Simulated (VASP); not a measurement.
# TiAl (P6/mmm) in VASP: notebook, part 2 of 3

VASP 6.6.1. The steps go on from the part before.

### 4 Relaxation of cell and atoms, PBE

Input file INCAR:

```
PREC = Accurate
ENCUT = 600
EDIFF = 1E-6
ISMEAR = 0
SIGMA = 0.1
LREAL = F
LASPH = T
NELM = 60
ALGO = Fast
ISIF = 3
LWAVE = F
LCHARG = F
GGA = PE
IBRION = 2
NSW = 90
EDIFFG = -0.04
```

Input file KPOINTS:

```
regular mesh
0
Gamma
  6 6 4
```

Input file POSCAR:

```
TiAl
1.0
    2.4728453500      0.0000000000      0.0000000000
   -1.2364226700      2.1415468900      0.0000000000
    0.0000000000      0.0000000000      5.4717058500
Ti Al
1 1
Direct
    0.0000000000      0.0000000000      0.0000000000
    0.0000000000      0.0000000000      0.5000000000
```

Potentials or basis: VASP PAW PBE potentials, release 64 (Ti_sv, Al).

The run is started by

```sh
$ cat potpaw_PBE.64/Ti_sv/POTCAR potpaw_PBE.64/Al/POTCAR > POTCAR
$ mpirun -np 1 vasp_std > vasp.out
```

OUTCAR:

```text
PREC = Accurate
   ENCUT = 600
   EDIFF = 1E-6
   ISMEAR = 0
   LREAL = F
   LASPH = T
   NELM = 60
   ISIF = 3
   GGA = PE
   IBRION = 2
   NSW = 90
   EDIFFG = -0.04

 ion  position               nearest neighbor table
   1  0.000  0.000  0.000-   2 2.74   2 2.74
   2  0.000  0.000  0.500-   1 2.74   1 2.74

  LATTYP: Found a hexagonal cell.
 ALAT       =     2.4728453500
 C/A-ratio  =     2.2127165575

  Lattice vectors:

 A1 = (   2.4728453500,   0.0000000000,   0.0000000000)
 A2 = (  -1.2364226700,   2.1415468900,   0.0000000000)
 A3 = (   0.0000000000,   0.0000000000,   5.4717058500)

Analysis of symmetry for initial positions (statically):
=====================================================================
 Subroutine PRICEL returns:
 Original cell was already a primitive cell.

 Routine SETGRP: Setting up the symmetry group for a
 hexagonal supercell.

 Subroutine GETGRP returns: Found 24 space group operations
 (whereof 24 operations were pure point group operations)
 out of a pool of 24 trial point group operations.

The static configuration has the point symmetry D_6h.

Analysis of symmetry for dynamics (positions and initial velocities):
[... 212 lines left out ...]
      8       7.3468      0.00000
      9       7.3468      0.00000
     10       7.4414      0.00000
     11       8.5733      0.00000
[... 267 lines left out ...]
 k-point    21 :       0.3333    0.3333    0.5000
  band No.  band energies     occupation
      1     -50.5045      2.00000
      2     -26.8725      2.00000
      3     -26.8325      2.00000
      4     -26.8325      2.00000
      5       4.3980      2.00000
      6       6.0082      2.00000
      7       6.1380      1.99831
      8       6.1380      1.99831
      9       8.0017      0.00000
     10       8.0027      0.00000
     11      14.2864      0.00000

------------------------ aborting loop EDIFF was not reached (unconverged)  ----------------------------

  FORCE on cell =-STRESS in cart. coord.  units (eV):
  Direction    XX          YY          ZZ          XY          YZ          ZX
  --------------------------------------------------------------------------------------
  -------------------------------------------------------------------------------------
  Total       -1.1536206     -1.1536206     -0.3255342     -0.0000000      0.0000000     -0.0000000
  in kB      -44.0702559    -44.0702558    -12.4359560     -0.0000001      0.0000000     -0.0000000
  external PRESSURE =     -33.5254892 kB  Pullay stress =       0.0000000 kB
[... 203 lines left out ...]
--------------------------------------- Ionic step        8  -------------------------------------------

 number of electron      15.0000004 magnetization

 Free energy of the ion-electron system (eV)
  ---------------------------------------------------
  ext. energy  EPLUGINS =         0.00000000
  ---------------------------------------------------
  free energy    TOTEN  =       -10.80227581 eV

  energy without entropy =      -10.78417866  energy(sigma->0) =      -10.79322724

 E-fermi :   7.0827     XC(G=0): -10.4995

 val. band max:        7.0726755902   @ k =   0.1667   0.1667   0.0000
 cond. band min:       7.0950024876   @ k =   0.1667   0.1667   0.2500
 fundamental gap:      0.0223268974
 Fermi energy:         7.0827150190

 k-point     1 :       0.0000    0.0000    0.0000
  band No.  band energies     occupation
      1     -49.5253      2.00000
      2     -25.8188      2.00000
      3     -25.3860      2.00000
      4     -25.3860      2.00000
      5      -1.7869      2.00000
      6       4.1778      2.00000
      7       4.3713      2.00000
      8       8.2996      0.00000
      9       8.2996      0.00000
     10       8.5501      0.00000
     11       9.9757      0.00000
[... 307 lines left out ...]
  FREE ENERGIE OF THE ION-ELECTRON SYSTEM (eV)
  ---------------------------------------------------
  free  energy   TOTEN  =       -10.8022758108 eV

  energy  without entropy=      -10.7841786625  energy(sigma->0) =      -10.79322724

 reached required accuracy - stopping structural energy minimisation
```

CONTCAR:

```text
TiAl
   1.00000000000000
     2.8088217328206833    0.0000000007877333    0.0000000000000000
    -1.4044108600488130    2.4325109710844854    0.0000000000000000
    -0.0000000000000000   -0.0000000000000000    5.3465422602968378
  Ti              Al
     1     1
Direct
     0.0000000000000000    0.0000000000000000    0.0000000000000000
     0.0000000000000000    0.0000000000000000    0.5000000000000000

  0.00000000E+00  0.00000000E+00  0.00000000E+00
  0.00000000E+00  0.00000000E+00  0.00000000E+00
```

Run time: 3.6 min. Hardware: 1 thread of Intel Xeon 8259CL, shared host; peak memory 0.16 GiB.

Results:

```yaml
Free_energy: -10.8023 eV
Relaxed_volume: 18.27 Å³/atom
Relaxed_cell: a = 2.809 Å, b = 2.809 Å, c = 5.347 Å, α = 90.00°, β = 90.00°, γ = 120.00°
Space_group_after_relaxing_to_0.1_Å: P6/mmm (No. 191)
Energy_gained_by_relaxing: 497.7 meV/atom
Ionic_steps: 8
Pressure_after_relaxing: -0.1 GPa
Band_gap_on_the_k_mesh: zero (an odd number of electrons rules out a gap without spin polarisation)
```

Stress tensor (GPa, compression positive):
```
-0.11  0.00  0.00
 0.00 -0.11  0.00
 0.00  0.00  0.02
```

The path:
| step | energy change (eV) | largest force (eV/Å) | pressure (GPa) | volume (Å³) |
| --- | --- | --- | --- | --- |
| 1 | 0.0000 | 0.0000 | 31.04 | 28.98 |
| 2 | 0.6523 | 0.0000 | -3.35 | 41.94 |
| 3 | -0.8736 | 0.0000 | -6.14 | 40.25 |
| 4 | -0.9362 | 0.0000 | -2.83 | 38.11 |
| 5 | -0.9813 | 0.0000 | -1.85 | 37.43 |
| 6 | -0.9812 | 0.0000 | -1.52 | 37.25 |
| 7 | -0.9947 | 0.0000 | 0.20 | 36.39 |
| 8 | -0.9954 | 0.0000 | -0.07 | 36.53 |

Final structure:
```
CELL_PARAMETERS angstrom
2.80882 0.00000 0.00000
-1.40441 2.43251 0.00000
0.00000 0.00000 5.34654
ATOMIC_POSITIONS crystal
Ti 0.00000 0.00000 0.00000
Al 0.00000 0.00000 0.50000
```

Caveat: the k points lie up to 0.43 Å⁻¹ apart in the final cell, too coarse for converged energies and pressures of a metal; the volume moved by over 15 % at a fixed basis, so the end points are rough.

### 5 Single point, PBE, collinear spin

This run uses another cell than the first one, of 18.26 Å³/atom.

Input file INCAR:

```
ALGO = Fast ; EDIFF = 1E-6
ENCUT = 520 ; GGA = PE
ISIF = 2 ; ISMEAR = 0
ISPIN = 2 ; LASPH = T
LCHARG = T ; LELF = T
LMAXMIX = 4 ; LORBIT = 11
LREAL = F ; LVHAR = T
LWAVE = F ; MAGMOM = 1 0
NBANDS = 18 ; NELM = 150
PREC = Accurate ; SIGMA = 0.1
```

Input file KPOINTS:

```
k-points
0
Gamma
  6 6 4
```

Input file POSCAR:

```
TiAl
1.0
    2.8082664895      0.0000000000      0.0000000000
   -1.4041332447      2.4320301205      0.0000000000
    0.0000000000      0.0000000000      5.3469406077
Ti Al
1 1
Direct
    0.0000000000      0.0000000000      0.0000000000
    0.0000000000      0.0000000000      0.5000000000
```

Potentials or basis: VASP PAW PBE potentials, release 64 (Ti_sv, Al).

The run is started by

```sh
$ cat potpaw_PBE.64/Ti_sv/POTCAR potpaw_PBE.64/Al/POTCAR > POTCAR
$ mpirun -np 1 vasp_std > vasp.out
```

OUTCAR:

```text
EDIFF = 1E-6
   ENCUT = 520
   GGA = PE
   ISIF = 2
   ISMEAR = 0
   ISPIN = 2
   LASPH = T
   LORBIT = 11
   LREAL = F
   NELM = 150
   PREC = Accurate

 ion  position               nearest neighbor table
   1  0.000  0.000  0.000-   2 2.67   2 2.67
   2  0.000  0.000  0.500-   1 2.67   1 2.67

  LATTYP: Found a hexagonal cell.
 ALAT       =     2.8082664895
 C/A-ratio  =     1.9040004315

  Lattice vectors:

 A1 = (   2.8082664895,   0.0000000000,   0.0000000000)
 A2 = (  -1.4041332447,   2.4320301205,   0.0000000000)
 A3 = (   0.0000000000,   0.0000000000,   5.3469406077)

Analysis of symmetry for initial positions (statically):
=====================================================================
 Subroutine PRICEL returns:
 Original cell was already a primitive cell.

 Routine SETGRP: Setting up the symmetry group for a
 hexagonal supercell.

 Subroutine GETGRP returns: Found 24 space group operations
 (whereof 24 operations were pure point group operations)
 out of a pool of 24 trial point group operations.

The static configuration has the point symmetry D_6h.

Analysis of symmetry for dynamics (positions and initial velocities):
=====================================================================
 Subroutine PRICEL returns:
 Original cell was already a primitive cell.

 Routine SETGRP: Setting up the symmetry group for a
 hexagonal supercell.

 Subroutine GETGRP returns: Found 24 space group operations
 (whereof 24 operations were pure point group operations)
 out of a pool of 24 trial point group operations.

The dynamic configuration has the point symmetry D_6h.

Analysis of structural, dynamic, and magnetic symmetry:
[... 148 lines left out ...]

 Free energy of the ion-electron system (eV)
  ---------------------------------------------------
  ext. energy  EPLUGINS =         0.00000000
  ---------------------------------------------------
  free energy    TOTEN  =       -10.80730351 eV

  energy without entropy =      -10.79780679  energy(sigma->0) =      -10.80255515

 E-fermi :   7.0920     XC(G=0): -10.4995

 val. band max:        7.0257981713   @ k =   0.3333   0.1667   0.2500
 cond. band min:       7.0988381633   @ k =   0.5000   0.0000   0.5000
 fundamental gap:      0.0730399920
 Fermi energy:         7.0919518044

 spin component 1

 k-point     1 :       0.0000    0.0000    0.0000
  band No.  band energies     occupation
      1     -49.5904      1.00000
      2     -25.8444      1.00000
      3     -25.4701      1.00000
      4     -25.4701      1.00000
      5      -1.7987      1.00000
      6       4.0809      1.00000
[... 417 lines left out ...]
      4     -25.7213      1.00000
      5       5.5135      1.00000
      6       5.5135      1.00000
[... 10 lines left out ...]
     17      19.6655      0.00000
     18      20.8606      0.00000
 Fermi energy:         7.0919518044

 spin component 2

 k-point     1 :       0.0000    0.0000    0.0000
  band No.  band energies     occupation
      1     -49.4171      1.00000
      2     -25.7644      1.00000
      3     -25.2507      1.00000
      4     -25.2507      1.00000
      5      -1.7831      1.00000
      6       4.2996      1.00000
[... 418 lines left out ...]
      5       5.5579      1.00000
      6       5.5579      1.00000
[... 10 lines left out ...]
     17      19.8409      0.00000
     18      20.8771      0.00000

------------------------ aborting loop because EDIFF is reached ----------------------------------------

  FORCE on cell =-STRESS in cart. coord.  units (eV):
  Direction    XX          YY          ZZ          XY          YZ          ZX
  --------------------------------------------------------------------------------------
  -------------------------------------------------------------------------------------
  Total       -0.0460886     -0.0460886      0.0302071     -0.0000000      0.0000000      0.0000000
  in kB       -2.0220464     -2.0220464      1.3252788     -0.0000000      0.0000000      0.0000000
  external PRESSURE =      -0.9062714 kB  Pullay stress =       0.0000000 kB

 VOLUME and BASIS-vectors are now :
 -----------------------------------------------------------------------------
  energy-cutoff  :      520.00
  volume of cell :       36.52
      direct lattice vectors                 reciprocal lattice vectors
     2.808266489  0.000000000  0.000000000     0.356091562  0.205589559  0.000000000
    -1.404133245  2.432030120  0.000000000     0.000000000  0.411179118  0.000000000
     0.000000000  0.000000000  5.346940608     0.000000000  0.000000000  0.187022837

 POSITION                                       TOTAL-FORCE (eV/Angst)
 -----------------------------------------------------------------------------------
      0.00000      0.00000      0.00000        -0.000000      0.000000      0.000000
      0.00000      0.00000      2.67347         0.000000      0.000000      0.000000
 -----------------------------------------------------------------------------------
    total drift:                                0.000000      0.000000     -0.000000

  FREE ENERGIE OF THE ION-ELECTRON SYSTEM (eV)
  ---------------------------------------------------
  free  energy   TOTEN  =       -10.8073035097 eV

  energy  without entropy=      -10.7978067878  energy(sigma->0) =      -10.80255515

 total charge

# of ion       s       p       d       tot
------------------------------------------
    1        2.242   6.079   1.973  10.293
    2        0.469   0.323   0.000   0.792
--------------------------------------------------
tot          2.711   6.402   1.973  11.086

 magnetization (x)

# of ion       s       p       d       tot
------------------------------------------
    1        0.001   0.013   0.180   0.194
    2       -0.000  -0.003   0.000  -0.003
--------------------------------------------------
tot          0.001   0.011   0.180   0.191
```

stdout:

```text
POSCAR found type information on POSCAR TiAl
 POSCAR found :  2 types and       2 ions
 scaLAPACK will be used
 LDA part: xc-table for (Slater+PW92), standard interpolation
 POSCAR, INCAR and KPOINTS ok, starting setup
 FFT: planning ... GRIDC
 FFT: planning ... GRID_SOFT
 FFT: planning ... GRID
 WAVECAR not read
 entering main loop
```

It took 60 s on 1 thread of Intel Xeon 8259CL, shared host; peak memory 0.18 GiB.

Results:

```
Free energy                                           : -10.8073 eV
Pressure                                              : -0.1 GPa
Net moment                                            : 0.27 μB per cell
Site moments                                          : Ti +0.19; Al -0.00 μB
Valence electrons inside the program's atomic spheres : Ti 10.29; Al 0.79
```

Levels at points of the mesh, in eV from the Fermi level:
Spin up:
```tsv
k point	band 5	band 6	band 7	band 8	band 9	band 10	band 11	band 12
(0.00, 0.00, 0.00)	-8.89	-3.01	-2.74	1.11	1.11	1.43	2.84	2.84
(0.50, 0.00, 0.00)	-3.19	-2.83	-1.34	-1.21	2.21	2.69	3.11	3.82
(0.00, 0.00, 0.50)	-8.38	-5.34	-1.57	1.11	1.11	2.83	2.83	4.18
(0.50, 0.00, 0.50)	-3.35	-2.06	-1.91	-0.07	1.06	1.17	2.15	3.92
```
Spin down:
```tsv
k point	band 4	band 5	band 6	band 7	band 8	band 9	band 10	band 11
(0.00, 0.00, 0.00)	-32.34	-8.88	-2.79	-2.70	1.36	1.36	1.50	2.97
(0.50, 0.00, 0.00)	-32.50	-3.13	-2.81	-1.12	-1.08	2.34	2.72	3.20
(0.00, 0.00, 0.50)	-32.34	-8.39	-5.21	-1.43	1.36	1.36	2.96	2.96
(0.50, 0.00, 0.50)	-32.50	-3.32	-2.07	-1.68	0.01	1.16	1.32	2.28
```

Caveat: the k points lie up to 0.43 Å⁻¹ apart.

(Part 2 of 3 ends here.)
